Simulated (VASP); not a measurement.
# Rh (Fm-3m) in VASP: further runs

The runs below take Rh through single point, relaxation of cell and atoms, with PBEsol.

Program: VASP 6.6.1. These are calculated values, not measurements. Logs are shortened: lines on timing, memory, paths and dates and some standing lists are left out, and cuts for length are marked.

**1. The cell of the first run**

It takes space group Fm-3m (No. 225, cubic). Conventional cell: a = 3.780 Å, b = 3.780 Å, c = 3.780 Å, α = 90.00°, β = 90.00°, γ = 90.00°. Within 3.5 Å of Rh (site symmetry m-3m) lie 12 Rh at 2.67 Å.

**2. Single point, PBEsol**

INCAR reads:

```
SYSTEM = Rh
PREC     = Accurate       ! precision mode
ENCUT    = 520            ! plane-wave cutoff, eV
EDIFF    = 1E-7           ! SCF threshold, eV
ISMEAR   = -1             ! smearing method
SIGMA    = 0.05           ! smearing width, eV
LREAL    = .FALSE.        ! projectors in reciprocal space
LASPH    = .TRUE.         ! aspherical terms in the spheres
NELM     = 60             ! most SCF steps
ALGO     = Normal         ! electronic algorithm
ISIF     = 2              ! what is computed and relaxed
LWAVE    = .FALSE.        ! write WAVECAR
LCHARG   = .TRUE.         ! write CHGCAR
GGA      = PS             ! functional
LELF     = .TRUE.         ! ELF
LVHAR    = .TRUE.       
NBANDS   = 14             ! bands
```

KPOINTS reads:

```
Automatic mesh
0
G
  17 17 17
  0 0 0
```

POSCAR reads:

```
Rh
1.0
    0.0000000000      1.8899992388      1.8899992388
    1.8899992388      0.0000000000      1.8899992388
    1.8899992388      1.8899992388      0.0000000000
Rh
1
Direct
    0.0000000000      0.0000000000      0.0000000000
```

Potentials or basis: VASP PAW PBE potentials, release 64 (Rh_pv).

Run with:

```bash
$ cat potpaw_PBE.64/Rh_pv/POTCAR > POTCAR
$ mpirun -np 1 vasp_std > vasp.out
```

OUTCAR:

```text
SYSTEM = Rh
   PREC = Accurate
   ENCUT = 520
   EDIFF = 1E-7
   ISMEAR = -1
   LREAL = .FALSE.
   LASPH = .TRUE.
   NELM = 60
   ISIF = 2
   GGA = PS

 ion  position               nearest neighbor table
   1  0.000  0.000  0.000-

  LATTYP: Found a face centered cubic cell.
 ALAT       =     3.7799984776

  Lattice vectors:

 A1 = (   0.0000000000,   1.8899992388,   1.8899992388)
 A2 = (   1.8899992388,   0.0000000000,   1.8899992388)
 A3 = (   1.8899992388,   1.8899992388,   0.0000000000)

Analysis of symmetry for initial positions (statically):
=====================================================================
 Subroutine PRICEL returns:
 Original cell was already a primitive cell.

 Routine SETGRP: Setting up the symmetry group for a
 face centered cubic supercell.

 Subroutine GETGRP returns: Found 48 space group operations
 (whereof 48 operations were pure point group operations)
 out of a pool of 48 trial point group operations.

The static configuration has the point symmetry O_h .

Analysis of symmetry for dynamics (positions and initial velocities):
=====================================================================
 Subroutine PRICEL returns:
 Original cell was already a primitive cell.

 Routine SETGRP: Setting up the symmetry group for a
 face centered cubic supercell.

 Subroutine GETGRP returns: Found 48 space group operations
 (whereof 48 operations were pure point group operations)
 out of a pool of 48 trial point group operations.

The dynamic configuration has the point symmetry O_h .

 Subroutine INISYM returns: Found 48 space group operations
 (whereof 48 operations are pure point group operations),
 and found     1 'primitive' translations

----------------------------------------------------------------------------------------

                                     Primitive cell

  volume of cell :      13.5025

  direct lattice vectors                    reciprocal lattice vectors
     0.000000000  1.889999239  1.889999239    -0.264550371  0.264550371  0.264550371
     1.889999239  0.000000000  1.889999239     0.264550371 -0.264550371  0.264550371
     1.889999239  1.889999239  0.000000000     0.264550371  0.264550371 -0.264550371

  length of vectors
     2.672862556  2.672862556  2.672862556     0.458214684  0.458214684  0.458214684

  position of ions in fractional coordinates (direct lattice)
     0.000000000  0.000000000  0.000000000

  ion indices of the primitive-cell ions
   primitive index   ion index
                 1           1

----------------------------------------------------------------------------------------

 KPOINTS: Automatic mesh

Automatic generation of k-mesh.
 Grid dimensions read from file:
 generate k-points for:   17   17   17

 Generating k-lattice:

  Cartesian coordinates                     Fractional coordinates (reciprocal lattice)
    -0.015561787  0.015561787  0.015561787     0.058823529  0.000000000  0.000000000
     0.015561787 -0.015561787  0.015561787     0.000000000  0.058823529  0.000000000
     0.015561787  0.015561787 -0.015561787     0.000000000  0.000000000  0.058823529

  Length of vectors
     0.026953805  0.026953805  0.026953805

  Shift w.r.t. Gamma in fractional coordinates (k-lattice)
     0.000000000  0.000000000  0.000000000

 Subroutine IBZKPT returns following result:
 ===========================================

 Found    165 irreducible k-points:

 Following reciprocal coordinates:
            Coordinates               Weight
  0.000000  0.000000  0.000000      1.000000
  0.058824  0.000000  0.000000      8.000000
  0.117647  0.000000  0.000000      8.000000
  0.176471  0.000000  0.000000      8.000000
  0.235294  0.000000  0.000000      8.000000
  0.294118  0.000000  0.000000      8.000000
[... 16 lines left out ...]
 -0.176471  0.058824  0.000000     24.000000
 -0.117647  0.058824  0.000000     24.000000
 [... further k-points ...]
   k-points           NKPTS =    165   k-points in BZ     NKDIM =    165   number of bands    NBANDS=     14
   number of dos      NEDOS =    301   number of ions     NIONS =      1
   total plane-waves  NPLWV =   8000
   dimension x,y,z NGX =    20 NGY =   20 NGZ =   20
   dimension x,y,z NGXF=    40 NGYF=   40 NGZF=   40
   ions per type =               1
   NGX,Y,Z   is equivalent  to a cutoff of  12.44, 12.44, 12.44 a.u.
   NGXF,Y,Z  is equivalent  to a cutoff of  24.88, 24.88, 24.88 a.u.
 SYSTEM =  Rh
   PREC   = accura    normal or accurate (medium, high low for compatibility)
   ISTART =      0    job   : 0-new  1-cont  2-samecut
   ICHARG =      2    charge: 1-file 2-atom 10-const
   ISPIN  =      1    spin polarized calculation?
   LNONCOLLINEAR =      F non collinear calculations
   LSORBIT =      F    spin-orbit coupling
   LASPH  =      T    aspherical Exc in radial PAW
   ENCUT  =  520.0 eV  38.22 Ry    6.18 a.u.   4.97  4.97  4.97*2*pi/ulx,y,z
   NELM   =     60;   NELMIN=  2; NELMDL= -5     # of ELM steps
   EDIFF  = 0.1E-06   stopping-criterion for ELM
   LREAL  =      F    real-space projection
   EDIFFG = 0.1E-05   stopping-criterion for IOM
   NSW    =      0    number of steps for IOM
   IBRION =     -1    ionic relax: 0-MD 1-quasi-New 2-CG
   NFREE  =      0    steps in history (QN), initial steepest desc. (CG)
   ISIF   =      2    stress and relaxation
   ISYM   =      2    0-nonsym 1-usesym 2-fastsym
   POTIM  = 0.5000    time-step for ionic-motion
   TEBEG  =    0.0;   TEEND  =   0.0 temperature during run
   PSTRESS=    0.0 pullay stress
   NELECT =      15.0000    total number of electrons
   NUPDOWN=      -1.0000    fix difference up-down
   EMIN   =  10.00;   EMAX   =-10.00  energy-range for DOS
   EFERMI =   0.00;   METHOD = LEGACY
   ISMEAR =    -1;   SIGMA  =   0.05  broadening in eV -4-tet -1-fermi 0-gaus
   EFERMI_NEDOS =   21; number of points for ismear=-14 and -15
   IALGO  =     38    algorithm
   IMIX   =      4    mixing-type and parameters
     AMIX     =   0.40;   BMIX     =  1.00
     AMIX_MAG =   1.60;   BMIX_MAG =  1.00
  volume/ion in A,a.u.               =      13.50        91.12
  Fermi-wavevector in a.u.,A,eV,Ry     =   1.695510  3.204049 39.113393  2.874753
  Thomas-Fermi vector in A             =   2.776541
   LORBIT       =      0    0 simple, 1 ext, 2 COOP (PROOUT), +10 PAW based schemes
   GGA     = PS    functional components
   LHFCALC =     F    Hartree Fock is set to
   AEXX    =    0.0000 exact exchange contribution
   IVDW    =     0    specifies the selected vdW correction
   LEPSILON=     F    determine dielectric tensor
   LRPA    =     F    only Hartree local field effects (RPA)
 non-spin polarized calculation
  energy-cutoff  :      520.00
  volume of cell :       13.50
 maximum number of plane-waves:       374
   NGX =  9   NGY =  9   NGZ =  9

 number of electron      15.0000006 magnetization

 Free energy of the ion-electron system (eV)
  ---------------------------------------------------
  ext. energy  EPLUGINS =         0.00000000
  ---------------------------------------------------
  free energy    TOTEN  =        -8.14447448 eV

  energy without entropy =       -8.13598908  energy(sigma->0) =       -8.14023178

 E-fermi :  12.0936     XC(G=0): -14.3344

 val. band max:       12.0734664533   @ k =   0.4118   0.2353   0.0588
 cond. band min:      12.1063756039   @ k =   0.4118   0.2941   0.0588
 fundamental gap:      0.0329091506
 Fermi energy:        12.0936324937

 k-point     1 :       0.0000    0.0000    0.0000
  band No.  band energies     occupation
      1     -34.2723      2.00000
      2     -34.2723      2.00000
      3     -34.2723      2.00000
      4       3.9008      2.00000
      5       8.9083      2.00000
      6       8.9083      2.00000
      7       8.9083      2.00000
      8      11.0826      2.00000
      9      11.0826      2.00000
     10      28.0081      0.00000
     11      32.4120      0.00000
     12      33.5629      0.00000
     13      33.5629      0.00000
     14      33.5629      0.00000

 k-point     2 :       0.0588    0.0000    0.0000
  band No.  band energies     occupation
      1     -34.2998      2.00000
      2     -34.2760      2.00000
      3     -34.2760      2.00000
      4       4.0431      2.00000
      5       8.8436      2.00000
      6       8.9645      2.00000
      7       8.9645      2.00000
      8      11.0503      2.00000
      9      11.0503      2.00000
     10      28.2192      0.00000
     11      32.4078      0.00000
     12      32.7902      0.00000
     13      33.7741      0.00000
     14      33.7741      0.00000

 k-point     3 :       0.1176    0.0000    0.0000
  band No.  band energies     occupation
      1     -34.3781      2.00000
      2     -34.2865      2.00000
      3     -34.2865      2.00000
      4       4.4487      2.00000
      5       8.6861      2.00000
      6       9.1089      2.00000
      7       9.1089      2.00000
      8      10.9841      2.00000
      9      10.9841      2.00000
     10      28.7771      0.00000
     11      31.2104      0.00000
     12      32.4154      0.00000
     13      34.3849      0.00000
     14      34.3849      0.00000
[... 324 lines left out ...]
 k-point    23 :      -0.1765    0.0588    0.0000
  band No.  band energies     occupation
      1     -34.5472      2.00000
      2     -34.3348      2.00000
      3     -34.3010      2.00000
      4       5.3611      2.00000
      5       8.4222      2.00000
      6       9.3377      2.00000
      7       9.3640      2.00000
      8      10.7110      2.00000
      9      11.3386      2.00000
     10      28.9319      0.00000
     11      29.7577      0.00000
     12      32.4135      0.00000
     13      34.5528      0.00000
     14      36.4824      0.00000

 k-point    24 :      -0.1176    0.0588    0.0000
  band No.  band energies     occupation
      1     -34.4253      2.00000
      2     -34.3127      2.00000
      3     -34.2861      2.00000
      4       4.7488      2.00000
      5       8.5361      2.00000
      6       9.2094      2.00000
      7       9.2485      2.00000
      8      10.7530      2.00000
      9      11.1599      2.00000
     10      29.1583      0.00000
     11      30.6076      0.00000
     12      32.4147      0.00000
     13      33.9205      0.00000
     14      35.2713      0.00000

 [... further k-points ...]
[... 5 lines left out ...]
  --------------------------------------------------------------------------------------
  -------------------------------------------------------------------------------------
  Total       -0.0060058     -0.0060058     -0.0060058      0.0000000      0.0000000      0.0000000
  in kB       -0.7126298     -0.7126298     -0.7126298      0.0000000      0.0000000      0.0000000
  external PRESSURE =      -0.7126298 kB  Pullay stress =       0.0000000 kB

 VOLUME and BASIS-vectors are now :
 -----------------------------------------------------------------------------
  energy-cutoff  :      520.00
  volume of cell :       13.50
      direct lattice vectors                 reciprocal lattice vectors
     0.000000000  1.889999239  1.889999239    -0.264550371  0.264550371  0.264550371
     1.889999239  0.000000000  1.889999239     0.264550371 -0.264550371  0.264550371
     1.889999239  1.889999239  0.000000000     0.264550371  0.264550371 -0.264550371

 POSITION                                       TOTAL-FORCE (eV/Angst)
 -----------------------------------------------------------------------------------
      0.00000      0.00000      0.00000        -0.000000     -0.000000     -0.000000
 -----------------------------------------------------------------------------------
    total drift:                                0.000000     -0.000000      0.000000

  FREE ENERGIE OF THE ION-ELECTRON SYSTEM (eV)
  ---------------------------------------------------
  free  energy   TOTEN  =        -8.1444744774 eV

  energy  without entropy=       -8.1359890848  energy(sigma->0) =       -8.14023178
```

It took 50 s on 1 thread of Intel Xeon 8259CL, shared host; peak memory 0.15 GiB.

Results:

* Free energy: -8.1445 eV
* Pressure: -0.1 GPa
* Band gap on the k mesh: zero (an odd number of electrons rules out a gap without spin polarisation)

Caveat: the PAW data sets were made with another functional, which shifts forces and pressure a little.

[end of part 1 of 2]
